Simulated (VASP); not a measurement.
# Sn (Immm) in VASP: notebook

Runs on Sn. Level: PBEsol. Tasks: single point.

All numbers are computed with VASP 6.6.1; they aren't measurements. Logs are shortened: lines on timing, memory, paths and dates and some standing lists are left out, and cuts for length are marked.

### 1 The cell of the first run

Symmetry: Immm, No. 71, orthorhombic system. The conventional cell has a = 3.550 Å, b = 3.651 Å, c = 4.424 Å, α = 90.00°, β = 90.00°, γ = 90.00°. Within 4.4 Å of Sn (site symmetry mmm) lie 12 Sn at 3.37 to 3.65 Å.

### 2 Single point, PBEsol

Input file INCAR:

```
SYSTEM = Sn
ALGO = Fast ; EDIFF = 1E-6
ENCUT = 520 ; GGA = PS
ISIF = 2 ; ISMEAR = 0
LASPH = .TRUE. ; LCHARG = .TRUE.
LELF = .TRUE. ; LREAL = .FALSE.
LVHAR = .TRUE. ; LWAVE = .FALSE.
NBANDS = 13 ; NELM = 60
PREC = Accurate ; SIGMA = 0.15
```

Input file KPOINTS:

```
k-points
0
G
  22 22 22
  0 0 0
```

Input file POSCAR:

```
Sn
1.0
   -1.7751992964      1.8255885243      2.2119055679
    1.7751992964     -1.8255885243      2.2119055679
    1.7751992964      1.8255885243     -2.2119055679
Sn
1
Direct
    0.0000000000      0.0000000000      0.0000000000
```

Potentials or basis: VASP PAW PBE potentials, release 64 (Sn_d).

Started as:

```
cat potpaw_PBE.64/Sn_d/POTCAR > POTCAR
mpirun -np 1 vasp_std > vasp.out
```

OUTCAR:

```text
SYSTEM = Sn
   EDIFF = 1E-6
   ENCUT = 520
   GGA = PS
   ISIF = 2
   ISMEAR = 0
   LASPH = .TRUE.
   LREAL = .FALSE.
   NELM = 60
   PREC = Accurate

 ion  position               nearest neighbor table
   1  0.000  0.000  0.000-

  LATTYP: Found a body centered orthorhombic cell.
 ALAT       =     3.5503985928
 B/A-ratio  =     1.0283851103
 C/A-ratio  =     1.2460040810

  Lattice vectors:

 A1 = (  -1.7751992964,   1.8255885243,   2.2119055679)
 A2 = (   1.7751992964,  -1.8255885243,   2.2119055679)
 A3 = (   1.7751992964,   1.8255885243,  -2.2119055679)

Analysis of symmetry for initial positions (statically):
=====================================================================
 Subroutine PRICEL returns:
 Original cell was already a primitive cell.

 Routine SETGRP: Setting up the symmetry group for a
 body centered orthorhombic supercell.

 Subroutine GETGRP returns: Found  8 space group operations
 (whereof  8 operations were pure point group operations)
 out of a pool of  8 trial point group operations.

The static configuration has the point symmetry D_2h.

Analysis of symmetry for dynamics (positions and initial velocities):
=====================================================================
 Subroutine PRICEL returns:
 Original cell was already a primitive cell.

 Routine SETGRP: Setting up the symmetry group for a
 body centered orthorhombic supercell.

 Subroutine GETGRP returns: Found  8 space group operations
 (whereof  8 operations were pure point group operations)
 out of a pool of  8 trial point group operations.

The dynamic configuration has the point symmetry D_2h.

 Subroutine INISYM returns: Found  8 space group operations
 (whereof  8 operations are pure point group operations),
 and found     1 'primitive' translations

----------------------------------------------------------------------------------------

                                     Primitive cell

  volume of cell :      28.6732

  direct lattice vectors                    reciprocal lattice vectors
    -1.775199296  1.825588524  2.211905568     0.000000000  0.273884281  0.226049433
     1.775199296 -1.825588524  2.211905568     0.281658516  0.000000000  0.226049433
     1.775199296  1.825588524 -2.211905568     0.281658516  0.273884281  0.000000000

  length of vectors
     3.372926362  3.372926362  3.372926362     0.355121029  0.361150753  0.392866541

  position of ions in fractional coordinates (direct lattice)
     0.000000000  0.000000000  0.000000000

  ion indices of the primitive-cell ions
   primitive index   ion index
                 1           1

----------------------------------------------------------------------------------------

 KPOINTS: k-points

Automatic generation of k-mesh.
 Grid dimensions read from file:
 generate k-points for:   22   22   22

 Generating k-lattice:

  Cartesian coordinates                     Fractional coordinates (reciprocal lattice)
     0.000000000  0.012449285  0.010274974     0.045454545  0.000000000  0.000000000
     0.012802660  0.000000000  0.010274974     0.000000000  0.045454545 -0.000000000
     0.012802660  0.012449285  0.000000000     0.000000000 -0.000000000  0.045454545

  Length of vectors
     0.016141865  0.016415943  0.017857570

  Shift w.r.t. Gamma in fractional coordinates (k-lattice)
     0.000000000  0.000000000  0.000000000

 Subroutine IBZKPT returns following result:
 ===========================================

 Found   1530 irreducible k-points:

 Following reciprocal coordinates:
            Coordinates               Weight
  0.000000  0.000000  0.000000      1.000000
  0.045455  0.000000  0.000000      4.000000
  0.090909  0.000000  0.000000      4.000000
  0.136364  0.000000 -0.000000      4.000000
  0.181818  0.000000 -0.000000      4.000000
  0.227273  0.000000  0.000000      4.000000
[... 16 lines left out ...]
  0.454545  0.045455  0.000000      8.000000
  0.500000  0.045455  0.000000      8.000000
 [... further k-points ...]
   k-points           NKPTS =   1530   k-points in BZ     NKDIM =   1530   number of bands    NBANDS=     13
   number of dos      NEDOS =    301   number of ions     NIONS =      1
   total plane-waves  NPLWV =  21952
   dimension x,y,z NGX =    28 NGY =   28 NGZ =   28
   dimension x,y,z NGXF=    56 NGYF=   56 NGZF=   56
   ions per type =               1
   NGX,Y,Z   is equivalent  to a cutoff of  13.80, 13.80, 13.80 a.u.
   NGXF,Y,Z  is equivalent  to a cutoff of  27.60, 27.60, 27.60 a.u.
 SYSTEM =  Sn
   PREC   = accura    normal or accurate (medium, high low for compatibility)
   ISTART =      0    job   : 0-new  1-cont  2-samecut
   ICHARG =      2    charge: 1-file 2-atom 10-const
   ISPIN  =      1    spin polarized calculation?
   LNONCOLLINEAR =      F non collinear calculations
   LSORBIT =      F    spin-orbit coupling
   LASPH  =      T    aspherical Exc in radial PAW
   ENCUT  =  520.0 eV  38.22 Ry    6.18 a.u.   6.27  6.27  6.27*2*pi/ulx,y,z
   NELM   =     60;   NELMIN=  2; NELMDL= -5     # of ELM steps
   EDIFF  = 0.1E-05   stopping-criterion for ELM
   LREAL  =      F    real-space projection
   EDIFFG = 0.1E-04   stopping-criterion for IOM
   NSW    =      0    number of steps for IOM
   IBRION =     -1    ionic relax: 0-MD 1-quasi-New 2-CG
   NFREE  =      0    steps in history (QN), initial steepest desc. (CG)
   ISIF   =      2    stress and relaxation
   ISYM   =      2    0-nonsym 1-usesym 2-fastsym
   POTIM  = 0.5000    time-step for ionic-motion
   TEBEG  =    0.0;   TEEND  =   0.0 temperature during run
   PSTRESS=    0.0 pullay stress
   NELECT =      14.0000    total number of electrons
   NUPDOWN=      -1.0000    fix difference up-down
   EMIN   =  10.00;   EMAX   =-10.00  energy-range for DOS
   EFERMI =   0.00;   METHOD = LEGACY
   ISMEAR =     0;   SIGMA  =   0.15  broadening in eV -4-tet -1-fermi 0-gaus
   EFERMI_NEDOS =   21; number of points for ismear=-14 and -15
   IALGO  =     68    algorithm
   IMIX   =      4    mixing-type and parameters
     AMIX     =   0.40;   BMIX     =  1.00
     AMIX_MAG =   1.60;   BMIX_MAG =  1.00
  volume/ion in A,a.u.               =      28.67       193.50
  Fermi-wavevector in a.u.,A,eV,Ry     =   1.289116  2.436076 22.610433  1.661820
  Thomas-Fermi vector in A             =   2.421028
   LORBIT       =      0    0 simple, 1 ext, 2 COOP (PROOUT), +10 PAW based schemes
   GGA     = PS    functional components
   LHFCALC =     F    Hartree Fock is set to
   AEXX    =    0.0000 exact exchange contribution
   IVDW    =     0    specifies the selected vdW correction
   LEPSILON=     F    determine dielectric tensor
   LRPA    =     F    only Hartree local field effects (RPA)
 non-spin polarized calculation
 RMM-DIIS sequential band-by-band and
 Gauss-broadening in eV      SIGMA  =   0.15
  energy-cutoff  :      520.00
  volume of cell :       28.67
 maximum number of plane-waves:       787
 NGX is ok and might be reduce to    28

 number of electron      13.9999998 magnetization

 Free energy of the ion-electron system (eV)
  ---------------------------------------------------
  ext. energy  EPLUGINS =         0.00000000
  ---------------------------------------------------
  free energy    TOTEN  =        -4.20922606 eV

  energy without entropy =       -4.20289405  energy(sigma->0) =       -4.20606005

 E-fermi :   7.3396     XC(G=0): -10.2542

 val. band max:        7.3365197991   @ k =  -0.3182  -0.3636   0.1818
 cond. band min:       7.3397925315   @ k =   0.5000   0.5000   0.4091
 fundamental gap:      0.0032727324
 Fermi energy:         7.3396363306

 k-point     1 :       0.0000    0.0000    0.0000
  band No.  band energies     occupation
      1     -14.1139      2.00000
      2     -14.1017      2.00000
      3     -14.0650      2.00000
      4     -14.0443      2.00000
      5     -13.9875      2.00000
      6      -3.4246      2.00000
      7      14.4495      0.00000
      8      14.4934      0.00000
      9      14.9475      0.00000
     10      18.1531      0.00000
     11      18.5549      0.00000
     12      19.1837      0.00000
     13      19.3670      0.00000

 k-point     2 :       0.0455    0.0000    0.0000
  band No.  band energies     occupation
      1     -14.1126      2.00000
      2     -14.1001      2.00000
      3     -14.0643      2.00000
      4     -14.0444      2.00000
      5     -13.9880      2.00000
      6      -3.3844      2.00000
      7      13.9904      0.00000
      8      14.4484      0.00000
      9      14.8361      0.00000
     10      17.7819      0.00000
     11      18.9168      0.00000
     12      19.2921      0.00000
     13      19.8054      0.00000

 k-point     3 :       0.0909    0.0000    0.0000
  band No.  band energies     occupation
      1     -14.1089      2.00000
      2     -14.0964      2.00000
      3     -14.0612      2.00000
      4     -14.0448      2.00000
      5     -13.9894      2.00000
      6      -3.2637      2.00000
      7      12.8779      0.00000
      8      14.3875      0.00000
      9      14.5444      0.00000
     10      17.4613      0.00000
     11      19.1777      0.00000
     12      19.4301      0.00000
     13      20.0426      0.00000

 k-point     4 :       0.1364    0.0000   -0.0000
  band No.  band energies     occupation
      1     -14.1035      2.00000
      2     -14.0936      2.00000
      3     -14.0532      2.00000
      4     -14.0454      2.00000
      5     -13.9914      2.00000
      6      -3.0625      2.00000
      7      11.5462      0.00000
      8      14.1540      0.00000
      9      14.2943      0.00000
     10      17.2329      0.00000
     11      19.1658      0.00000
     12      19.2625      0.00000
     13      19.8039      0.00000

 k-point     5 :       0.1818    0.0000   -0.0000
  band No.  band energies     occupation
      1     -14.0973      2.00000
      2     -14.0936      2.00000
      3     -14.0461      2.00000
      4     -14.0393      2.00000
      5     -13.9932      2.00000
      6      -2.7812      2.00000
      7      10.1707      0.00000
      8      13.7309      0.00000
      9      14.1778      0.00000
     10      17.0642      0.00000
     11      18.6990      0.00000
     12      18.8973      0.00000
     13      20.0854      0.00000
[... 257 lines left out ...]
 k-point    22 :       0.4091    0.0455   -0.0000
  band No.  band energies     occupation
      1     -14.1083      2.00000
      2     -14.0862      2.00000
      3     -14.0483      2.00000
      4     -13.9839      2.00000
      5     -13.9462      2.00000
      6      -0.0122      2.00000
      7       3.8101      2.00000
      8      11.7158      0.00000
      9      13.4136      0.00000
     10      16.7071      0.00000
     11      17.2618      0.00000
     12      18.5014      0.00000
     13      20.2524      0.00000

 k-point    23 :       0.4545    0.0455    0.0000
  band No.  band energies     occupation
      1     -14.1097      2.00000
      2     -14.0866      2.00000
      3     -14.0487      2.00000
      4     -13.9811      2.00000
      5     -13.9406      2.00000
      6       0.4755      2.00000
      7       3.1442      2.00000
      8      11.6753      0.00000
      9      13.3290      0.00000
     10      16.6732      0.00000
     11      17.1325      0.00000
     12      18.3139      0.00000
     13      20.2965      0.00000

 k-point    24 :       0.5000    0.0455    0.0000
  band No.  band energies     occupation
      1     -14.1099      2.00000
      2     -14.0864      2.00000
      3     -14.0489      2.00000
      4     -13.9803      2.00000
      5     -13.9407      2.00000
      6       0.5299      2.00000
      7       3.0743      2.00000
      8      11.7111      0.00000
      9      13.2893      0.00000
     10      16.6902      0.00000
     11      17.0280      0.00000
     12      18.1203      0.00000
     13      20.5511      0.00000

 [... further k-points ...]
[... 5 lines left out ...]
  --------------------------------------------------------------------------------------
  -------------------------------------------------------------------------------------
  Total       -0.6665142     -0.7141882     -0.6303172     -0.0000000      0.0000000      0.0000000
  in kB      -37.2428896    -39.9067768    -35.2203074     -0.0000000      0.0000000      0.0000000
  external PRESSURE =     -37.4566579 kB  Pullay stress =       0.0000000 kB

 VOLUME and BASIS-vectors are now :
 -----------------------------------------------------------------------------
  energy-cutoff  :      520.00
  volume of cell :       28.67
      direct lattice vectors                 reciprocal lattice vectors
    -1.775199296  1.825588524  2.211905568     0.000000000  0.273884281  0.226049433
     1.775199296 -1.825588524  2.211905568     0.281658516  0.000000000  0.226049433
     1.775199296  1.825588524 -2.211905568     0.281658516  0.273884281  0.000000000

 POSITION                                       TOTAL-FORCE (eV/Angst)
 -----------------------------------------------------------------------------------
      0.00000      0.00000      0.00000         0.000000     -0.000000      0.000000
 -----------------------------------------------------------------------------------
    total drift:                               -0.000000     -0.000000     -0.000000

  FREE ENERGIE OF THE ION-ELECTRON SYSTEM (eV)
  ---------------------------------------------------
  free  energy   TOTEN  =        -4.2092260552 eV

  energy  without entropy=       -4.2028940526  energy(sigma->0) =       -4.20606005
```

It took 16 min on 1 thread of Intel Xeon Platinum 8259CL at 2.50GHz (Skylake/Cascade Lake), shared host; peak memory 0.59 GiB.

Results:

```yaml
Free_energy: -4.2092 eV
Pressure: -3.7 GPa
Band_gap_on_the_k_mesh: zero (band 7 reaches 14.45 eV, above the bottom of band 8 at 5.21 eV)
```

Stress tensor (GPa, compression positive):
```
-3.72  0.00  0.00
 0.00 -3.99  0.00
 0.00  0.00 -3.52
```

Caveat: the PAW data sets were made with another functional, which shifts forces and pressure a little; spin-orbit coupling is left out, which moves the levels of the heavy elements.

### 3 Single point, PBEsol

Input file INCAR:

```
ALGO     = Fast           # electronic algorithm
EDIFF    = 1E-6           # SCF threshold, eV
ENCUT    = 520            # plane-wave cutoff, eV
GGA      = PS             # functional
ISIF     = 2              # what is computed and relaxed
ISMEAR   = 0              # smearing method
LASPH    = True           # aspherical terms in the spheres
LCHARG   = False          # write CHGCAR
LREAL    = False          # projectors in reciprocal space
LWAVE    = False          # write WAVECAR
NBANDS   = 13             # bands
NELM     = 80             # most SCF steps
PREC     = Accurate       # precision mode
SIGMA    = 0.15           # smearing width, eV
```

Input file KPOINTS:

```
k-points
0
Gamma
  22 22 22
```

Input file POSCAR:

```
Sn
1.0
   -1.8598577576      1.9126500253      2.0151220488
    1.8598577576     -1.9126500253      2.0151220488
    1.8598577576      1.9126500253     -2.0151220488
Sn
1
Direct
    0.0000000000      0.0000000000      0.0000000000
```

Potentials or basis: VASP PAW PBE potentials, release 64 (Sn_d).

Started as:

```
cat potpaw_PBE.64/Sn_d/POTCAR > POTCAR
mpirun -np 1 vasp_std > vasp.out
```

Wall time 6.6 min (1 thread of Intel Xeon Platinum 8488C (Sapphire Rapids), shared host); peak memory 0.6 GiB.

The run converged. Its results:

```yaml
Free_energy: -4.2011 eV
Pressure: -4.0 GPa
Band_gap_on_the_k_mesh: zero (band 7 reaches 14.56 eV, above the bottom of band 8 at 5.08 eV)
```

Stress tensor (GPa, compression positive):
```
-4.58  0.00  0.00
 0.00 -3.90  0.00
 0.00  0.00 -3.63
```

Levels at points of the mesh, in eV from the Fermi level:
```csv
k point,band 5,band 6,band 7,band 8,band 9,band 10
"(0.00, 0.00, 0.00)",-21.29,-10.72,7.27,7.40,7.66,11.53
"(0.50, 0.00, 0.00)",-21.23,-6.58,-4.25,3.88,5.82,8.21
"(0.00, 0.50, 0.00)",-21.23,-6.40,-4.18,3.54,5.35,7.79
"(0.50, 0.50, 0.00)",-21.22,-6.10,-4.03,2.97,4.53,7.07
"(0.50, 0.50, 0.50)",-21.24,-2.92,-1.16,-0.27,0.25,3.66
```

Caveat: the PAW data sets were made with another functional, which shifts forces and pressure a little; spin-orbit coupling is left out, which moves the levels of the heavy elements.

### 4 Single point, PBEsol

This run uses another cell than the first one, of the same volume but with other edges.

Input file INCAR:

```
PREC = Accurate ; ENCUT = 520
EDIFF = 1E-6 ; ISMEAR = 0
SIGMA = 0.15 ; LREAL = False
LASPH = True ; NELM = 60
ALGO = Fast ; ISIF = 2
LWAVE = False ; LCHARG = False
GGA = PS ; NBANDS = 13
```

Input file KPOINTS:

```
regular mesh
0
Gamma
  22 22 22
```

Input file POSCAR:

```
Sn
1.0
   -1.5819591888      1.6268632750      2.7852890075
    1.5819591888     -1.6268632750      2.7852890075
    1.5819591888      1.6268632750     -2.7852890075
Sn
1
Direct
    0.0000000000      0.0000000000      0.0000000000
```

Started as:

```
cat potpaw_PBE.64/Sn_d/POTCAR > POTCAR
mpirun -np 1 vasp_std > vasp.out
```

Run time: 6 min. Hardware: 1 thread of Intel Xeon Platinum 8488C (Sapphire Rapids), shared host; peak memory 0.6 GiB.

The run converged. Its results:

```
Free energy            : -4.1933 eV
Pressure               : -3.3 GPa
Band gap on the k mesh : zero (band 7 reaches 13.91 eV, above the bottom of band 8 at 4.93 eV)
```

Stress tensor (GPa, compression positive):
```
-1.73  0.00  0.00
 0.00 -3.70  0.00
 0.00  0.00 -4.57
```

Levels at points of the mesh, in eV from the Fermi level:
| k point | band 4 | band 5 | band 6 | band 7 | band 8 | band 9 | band 10 | band 11 |
| --- | --- | --- | --- | --- | --- | --- | --- | --- |
| (0.00, 0.00, 0.00) | -21.38 | -21.30 | -10.78 | 6.58 | 6.98 | 7.76 | 10.98 | 11.14 |
| (0.50, 0.00, 0.00) | -21.31 | -21.29 | -6.82 | -4.36 | 3.38 | 7.15 | 7.66 | 11.16 |
| (0.00, 0.50, 0.00) | -21.32 | -21.26 | -6.48 | -4.30 | 3.47 | 7.12 | 7.32 | 10.67 |
| (0.50, 0.50, 0.00) | -21.31 | -21.20 | -3.93 | -2.80 | 0.67 | 2.17 | 4.52 | 5.40 |
| (0.50, 0.50, 0.50) | -21.30 | -21.28 | -6.85 | -4.25 | 3.43 | 4.22 | 6.91 | 7.72 |

Caveat: the PAW data sets were made with another functional, which shifts forces and pressure a little; spin-orbit coupling is left out, which moves the levels of the heavy elements.

### 5 The runs side by side

```csv
cell,gap on the mesh (eV),pressure (GPa)
"a = 3.373 Å, angles 116.5, 114.5, 98.0°, 1 atom",none,-3.7
"a = 3.343 Å, angles 112.4, 110.2, 105.9°, 1 atom",none,-4.0
"a = 3.593 Å, angles 127.7, 126.1, 78.3°, 1 atom",none,-3.3
```

Alike in all rows: task single point; level PBEsol; potentials or basis VASP PAW PBE potentials, release 64 (Sn_d); no spin polarisation; k mesh 22 × 22 × 22; cutoff (eV) 520; smearing gaussian 0.15 eV.

Caveats: the PAW data sets were made with another functional, which shifts forces and pressure a little; spin-orbit coupling is left out, which moves the levels of the heavy elements.

Absolute energies hang on the potentials; compare differences alone.
